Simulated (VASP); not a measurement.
# MgTe (P6_3mc) in VASP: single point with HSE06

Aim: the single point of MgTe with HSE06.

Program: VASP 6.6.1. These are calculated values, not measurements. Logs are shortened: lines on timing, memory, paths and dates and some standing lists are left out, and cuts for length are marked.

**1. The cell of the first run**

Symmetry: P6_3mc, No. 186, hexagonal system. Conventional cell: a = 4.575 Å, b = 4.575 Å, c = 7.445 Å, α = 90.00°, β = 90.00°, γ = 120.00°. Mg (site symmetry 3m) has 4 Te at 2.80 Å within 3.7 Å. Te (site symmetry 3m) has 4 Mg at 2.80 Å within 3.7 Å.

**2. Single point, HSE06**

The input, POSCAR:

```
MgTe
1.0
    4.5751273985      0.0000000000      0.0000000000
   -2.2875636993      3.9621765527      0.0000000000
    0.0000000000      0.0000000000      7.4446471561
Mg Te
2 2
Direct
    0.3333333333      0.6666666667      0.9967598823
    0.6666666667      0.3333333333      0.4967598823
    0.3333333333      0.6666666667      0.3732401177
    0.6666666667      0.3333333333      0.8732401177
```

The input, INCAR.step1:

```
SYSTEM = MgTe
ALGO = Normal
EDIFF = 1E-5
ENCUT = 520
GGA = PE
GGA_COMPAT = .FALSE.
ISIF = 2
ISMEAR = -1
LASPH = .TRUE.
LCHARG = .FALSE.
LREAL = .FALSE.
LWAVE = .TRUE.
NBANDS = 16
NELM = 120
PREC = Accurate
SIGMA = 0.02
```

The input, INCAR.step2:

```
SYSTEM = MgTe
ALGO = Normal
EDIFF = 1E-6
ENCUT = 520
GGA = PE
GGA_COMPAT = .FALSE.
HFSCREEN = 0.2079
ISIF = 2
ISMEAR = -1
ISTART = 1
LASPH = .TRUE.
LCHARG = .FALSE.
LHFCALC = .TRUE.
LREAL = .FALSE.
LWAVE = .FALSE.
NBANDS = 16
NELM = 120
PREC = Accurate
PRECFOCK = Normal
SIGMA = 0.02
```

The input, KPOINTS:

```
k-points
0
G
  6 6 2
  0 0 0
```

Potentials or basis: VASP PAW PBE potentials, release 64 (Mg, Te).

On the command line:

```
cat potpaw_PBE.64/Mg/POTCAR potpaw_PBE.64/Te/POTCAR > POTCAR
cp INCAR.step1 INCAR
mpirun -np 1 vasp_std > vasp.out
cp INCAR.step2 INCAR
mpirun -np 1 vasp_std > vasp.out
```

OUTCAR:

```text
SYSTEM = MgTe
   EDIFF = 1E-6
   ENCUT = 520
   GGA = PE
   HFSCREEN = 0.2079
   ISIF = 2
   ISMEAR = -1
   ISTART = 1
   LASPH = .TRUE.
   LHFCALC = .TRUE.
   LREAL = .FALSE.
   NELM = 120
   PREC = Accurate
   PRECFOCK = Normal

 ion  position               nearest neighbor table
   1  0.333  0.667  0.997-   4 2.80   4 2.80   4 2.80   3 2.80
   2  0.667  0.333  0.497-   3 2.80   3 2.80   3 2.80   4 2.80
   3  0.333  0.667  0.373-   2 2.80   2 2.80   2 2.80   1 2.80
   4  0.667  0.333  0.873-   1 2.80   1 2.80   1 2.80   2 2.80

  LATTYP: Found a hexagonal cell.
 ALAT       =     4.5751273985
 C/A-ratio  =     1.6271999679

  Lattice vectors:

 A1 = (   4.5751273985,   0.0000000000,   0.0000000000)
 A2 = (  -2.2875636993,   3.9621765527,   0.0000000000)
 A3 = (   0.0000000000,   0.0000000000,   7.4446471561)

Analysis of symmetry for initial positions (statically):
=====================================================================
 Subroutine PRICEL returns:
 Original cell was already a primitive cell.

 Routine SETGRP: Setting up the symmetry group for a
 hexagonal supercell.

 Subroutine GETGRP returns: Found 12 space group operations
 (whereof  6 operations were pure point group operations)
 out of a pool of 24 trial point group operations.

The static configuration has the point symmetry C_3v.
 The point group associated with its full space group is C_6v.

Analysis of symmetry for dynamics (positions and initial velocities):
=====================================================================
 Subroutine PRICEL returns:
 Original cell was already a primitive cell.

 Routine SETGRP: Setting up the symmetry group for a
 hexagonal supercell.

 Subroutine GETGRP returns: Found 12 space group operations
 (whereof  6 operations were pure point group operations)
 out of a pool of 24 trial point group operations.

The dynamic configuration has the point symmetry C_3v.
 The point group associated with its full space group is C_6v.

 Subroutine INISYM returns: Found 12 space group operations
 (whereof  6 operations are pure point group operations),
 and found     1 'primitive' translations

----------------------------------------------------------------------------------------

                                     Primitive cell

  volume of cell :     134.9526

  direct lattice vectors                    reciprocal lattice vectors
     4.575127399  0.000000000  0.000000000     0.218573148  0.126193266  0.000000000
    -2.287563699  3.962176553  0.000000000     0.000000000  0.252386532  0.000000000
     0.000000000  0.000000000  7.444647156     0.000000000  0.000000000  0.134324701

  length of vectors
     4.575127399  4.575127399  7.444647156     0.252386532  0.252386532  0.134324701

  position of ions in fractional coordinates (direct lattice)
     0.333333333  0.666666667  0.996759882
     0.666666667  0.333333333  0.496759882
     0.333333333  0.666666667  0.373240118
     0.666666667  0.333333333  0.873240118

  ion indices of the primitive-cell ions
   primitive index   ion index
                 1           1
                 2           2
                 3           3
                 4           4

----------------------------------------------------------------------------------------

 KPOINTS: k-points

Automatic generation of k-mesh.
 Grid dimensions read from file:
 generate k-points for:    6    6    2

 Generating k-lattice:

  Cartesian coordinates                     Fractional coordinates (reciprocal lattice)
     0.036428858  0.021032211  0.000000000     0.166666667 -0.000000000  0.000000000
     0.000000000  0.042064422  0.000000000     0.000000000  0.166666667  0.000000000
     0.000000000  0.000000000  0.067162350     0.000000000  0.000000000  0.500000000

  Length of vectors
     0.042064422  0.042064422  0.067162350

  Shift w.r.t. Gamma in fractional coordinates (k-lattice)
     0.000000000  0.000000000  0.000000000

 Subroutine IBZKPT returns following result:
 ===========================================

 Found     14 irreducible k-points:

 Following reciprocal coordinates:
            Coordinates               Weight
  0.000000  0.000000  0.000000      1.000000
  0.166667  0.000000  0.000000      6.000000
  0.333333  0.000000  0.000000      6.000000
  0.500000  0.000000  0.000000      3.000000
  0.166667  0.166667  0.000000      6.000000
  0.333333  0.166667  0.000000     12.000000
  0.333333  0.333333  0.000000      2.000000
  0.000000  0.000000  0.500000      1.000000
  0.166667  0.000000  0.500000      6.000000
  0.333333  0.000000  0.500000      6.000000
  0.500000  0.000000  0.500000      3.000000
  0.166667  0.166667  0.500000      6.000000
  0.333333  0.166667  0.500000     12.000000
  0.333333  0.333333  0.500000      2.000000
   k-points           NKPTS =     14   k-points in BZ     NKDIM =     72   number of bands    NBANDS=     16
   number of dos      NEDOS =    301   number of ions     NIONS =      4
   total plane-waves  NPLWV =  72576
   dimension x,y,z NGX =    36 NGY =   36 NGZ =   56
   dimension x,y,z NGXF=    72 NGYF=   72 NGZF=  112
   ions per type =               2   2
   NGX,Y,Z   is equivalent  to a cutoff of  13.08, 13.08, 12.51 a.u.
   NGXF,Y,Z  is equivalent  to a cutoff of  26.16, 26.16, 25.01 a.u.
 SYSTEM =  MgTe
   PREC   = accura    normal or accurate (medium, high low for compatibility)
   ISTART =      1    job   : 0-new  1-cont  2-samecut
   ICHARG =      0    charge: 1-file 2-atom 10-const
   ISPIN  =      1    spin polarized calculation?
   LNONCOLLINEAR =      F non collinear calculations
   LSORBIT =      F    spin-orbit coupling
   LASPH  =      T    aspherical Exc in radial PAW
   ENCUT  =  520.0 eV  38.22 Ry    6.18 a.u.   8.51  8.51 13.84*2*pi/ulx,y,z
   NELM   =    120;   NELMIN=  2; NELMDL=  0     # of ELM steps
   EDIFF  = 0.1E-05   stopping-criterion for ELM
   LREAL  =      F    real-space projection
   EDIFFG = 0.1E-04   stopping-criterion for IOM
   NSW    =      0    number of steps for IOM
   IBRION =     -1    ionic relax: 0-MD 1-quasi-New 2-CG
   NFREE  =      0    steps in history (QN), initial steepest desc. (CG)
   ISIF   =      2    stress and relaxation
   ISYM   =      3    0-nonsym 1-usesym 2-fastsym
   POTIM  = 0.5000    time-step for ionic-motion
   TEBEG  =    0.0;   TEEND  =   0.0 temperature during run
   PSTRESS=    0.0 pullay stress
   NELECT =      16.0000    total number of electrons
   NUPDOWN=      -1.0000    fix difference up-down
   EMIN   =  10.00;   EMAX   =-10.00  energy-range for DOS
   EFERMI =   0.00;   METHOD = LEGACY
   ISMEAR =    -1;   SIGMA  =   0.02  broadening in eV -4-tet -1-fermi 0-gaus
   EFERMI_NEDOS =   21; number of points for ismear=-14 and -15
   IALGO  =     38    algorithm
   IMIX   =      1    mixing-type and parameters
     AMIX     =   0.40;   BMIX     =  1.00
     AMIX_MAG =   1.60;   BMIX_MAG =  1.00
  volume/ion in A,a.u.               =      33.74       227.68
  Fermi-wavevector in a.u.,A,eV,Ry     =   0.804244  1.519801  8.800361  0.646808
  Thomas-Fermi vector in A             =   1.912264
   LORBIT       =      0    0 simple, 1 ext, 2 COOP (PROOUT), +10 PAW based schemes
   GGA     = PE    functional components
   LHFCALC =     T    Hartree Fock is set to
   PRECFOCK=normal    Normal, Fast or Accurate (Low or Medium for compatibility)
   ENCUT4O =  -1.0   cutoff for four orbital integrals eV
   NKREDX  =     1    reduce k-point grid by
   NKREDY  =     1    reduce k-point grid by
   NKREDZ  =     1    reduce k-point grid by
   AEXX    =    0.2500 exact exchange contribution
   HFSCREEN=    0.2079 screening length (either q_TF or 0.3 A-1)
   HFSCREENC=   0.2079 screening length for correlation (either q_TF or 0.3 A-1)
   ENCUTFOCK=  -1.0 apply spherical cutoff to Coloumb kernel
   IVDW    =     0    specifies the selected vdW correction
   LEPSILON=     F    determine dielectric tensor
   LRPA    =     F    only Hartree local field effects (RPA)
 non-spin polarized calculation
  energy-cutoff  :      520.00
  volume of cell :      134.95
 maximum number of plane-waves:      3669
 NGX is ok and might be reduce to    36
  NGX = 28; NGY = 28; NGZ = 42

 number of electron      16.0000001 magnetization

 Free energy of the ion-electron system (eV)
  ---------------------------------------------------
  ext. energy  EPLUGINS =         0.00000000
  ---------------------------------------------------
  free energy    TOTEN  =       -15.12178341 eV

  energy without entropy =      -15.12178341  energy(sigma->0) =      -15.12178341

 E-fermi :   1.7537     XC(G=0):  -6.5957

 val. band max:        1.3433643161   @ k =   0.0000   0.0000   0.0000
 cond. band min:       4.5584167380   @ k =   0.0000   0.0000   0.0000
 fundamental gap:      3.2150524219
 Fermi energy:         1.7537045555

 k-point     1 :       0.0000    0.0000    0.0000
  band No.  band energies     occupation
      1      -9.8004      2.00000
      2      -9.1166      2.00000
      3      -2.1762      2.00000
      4       0.8083      2.00000
      5       0.8083      2.00000
      6       1.3375      2.00000
[... 8 lines left out ...]
     15       8.5473      0.00000
     16       9.5370      0.00000

 k-point     2 :       0.1667    0.0000    0.0000
  band No.  band energies     occupation
      1      -9.6696      2.00000
      2      -9.0454      2.00000
      3      -1.9872      2.00000
      4      -0.0804      2.00000
      5       0.3719      2.00000
      6       0.5627      2.00000
[... 8 lines left out ...]
     15       8.5791      0.00000
     16       9.1090      0.00000

 k-point     3 :       0.3333    0.0000    0.0000
  band No.  band energies     occupation
      1      -9.3556      2.00000
      2      -8.9203      2.00000
      3      -1.6959      2.00000
      4      -1.1207      2.00000
      5      -0.8589      2.00000
      6       0.1760      2.00000
[... 8 lines left out ...]
     15       9.2796      0.00000
     16      10.2676      0.00000
[... 172 lines left out ...]
 k-point    13 :       0.3333    0.1667    0.5000
  band No.  band energies     occupation
      1      -9.0187      2.00000
      2      -9.0187      2.00000
      3      -1.8908      2.00000
      4      -1.8908      2.00000
      5      -0.1921      2.00000
      6      -0.1921      2.00000
[... 8 lines left out ...]
     15       9.7690      0.00000
     16       9.7690      0.00000

 k-point    14 :       0.3333    0.3333    0.5000
  band No.  band energies     occupation
      1      -8.9522      2.00000
      2      -8.9522      2.00000
      3      -1.8491      2.00000
      4      -1.8491      2.00000
      5      -0.7293      2.00000
      6      -0.7293      2.00000
[... 8 lines left out ...]
     15       9.6538      0.00000
     16       9.6538      0.00000

------------------------ aborting loop because EDIFF is reached ----------------------------------------

  FORCE on cell =-STRESS in cart. coord.  units (eV):
  Direction    XX          YY          ZZ          XY          YZ          ZX
  --------------------------------------------------------------------------------------
  -------------------------------------------------------------------------------------
  Total       -0.1224876     -0.1224876     -0.1303091      0.0000000      0.0000000      0.0000000
  in kB       -1.4541912     -1.4541912     -1.5470496      0.0000000      0.0000000      0.0000000
  external PRESSURE =      -1.4851440 kB  Pullay stress =       0.0000000 kB

 VOLUME and BASIS-vectors are now :
 -----------------------------------------------------------------------------
  energy-cutoff  :      520.00
  volume of cell :      134.95
      direct lattice vectors                 reciprocal lattice vectors
     4.575127399  0.000000000  0.000000000     0.218573148  0.126193266  0.000000000
    -2.287563699  3.962176553  0.000000000     0.000000000  0.252386532  0.000000000
     0.000000000  0.000000000  7.444647156     0.000000000  0.000000000  0.134324701

 POSITION                                       TOTAL-FORCE (eV/Angst)
 -----------------------------------------------------------------------------------
     -0.00000      2.64145      7.42053         0.000000     -0.000000      0.000904
      2.28756      1.32073      3.69820        -0.000000      0.000000      0.000904
     -0.00000      2.64145      2.77864         0.000000      0.000000     -0.000904
      2.28756      1.32073      6.50096        -0.000000     -0.000000     -0.000904
 -----------------------------------------------------------------------------------
    total drift:                               -0.000000     -0.000000     -0.000250

  FREE ENERGIE OF THE ION-ELECTRON SYSTEM (eV)
  ---------------------------------------------------
  free  energy   TOTEN  =       -15.1217834082 eV

  energy  without entropy=      -15.1217834082  energy(sigma->0) =      -15.12178341
```

Wall time 48 min (1 thread of Oxide Virtual Turin-like, shared host); peak memory 0.35 GiB.

Results:

| Quantity | Value |
| --- | --- |
| Free energy | -15.1218 eV |
| Pressure | -0.1 GPa |
| Band gap on the k mesh | 3.21 eV |

Caveat: the k points lie up to 0.42 Å⁻¹ apart; the PAW data sets were made with another functional, which shifts forces and pressure a little; spin-orbit coupling is left out, which moves the levels of the heavy elements.
